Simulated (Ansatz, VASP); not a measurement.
# Two plane-wave programs on Ag

```
Ag
1.0
     0.00000    2.97732    2.97732
     2.97732    0.00000    2.97732
     2.97732    2.97732    0.00000
Ag
2
Direct
  0.12500 0.12500 0.12500
  0.87500 0.87500 0.87500
```

Alike in both runs: task single point; functional PBEsol; k mesh 10 × 10 × 10; occupations fermi-dirac, width 0.1 eV; no spin polarisation.

|  | VASP | Ansatz |
| --- | --- | --- |
| version | VASP 6.6.1 | Ansatz 0.2.0 |
| potentials or method | VASP PAW PBE potentials, release 64 (Ag), cutoff 520 eV | plane waves (420 eV) with PAW, scalar-relativistic |
| valence electrons in the cell | 22 | 38 |

VASP gave:

| Property | Result |
| --- | --- |
| pressure (GPa) | 1.8 |

Question: What did Ansatz give for the same quantities?

Answer: Pressure (GPa): 2.0.

VASP's potentials were made for PBE, not for PBEsol, and Ansatz warns of the same on its side. The functional is the same, so the differences come from potentials, cutoffs and numerics. VASP's potentials hold 22 valence electrons a cell and Ansatz's 38, so a difference there can come from the potentials and not from the codes.
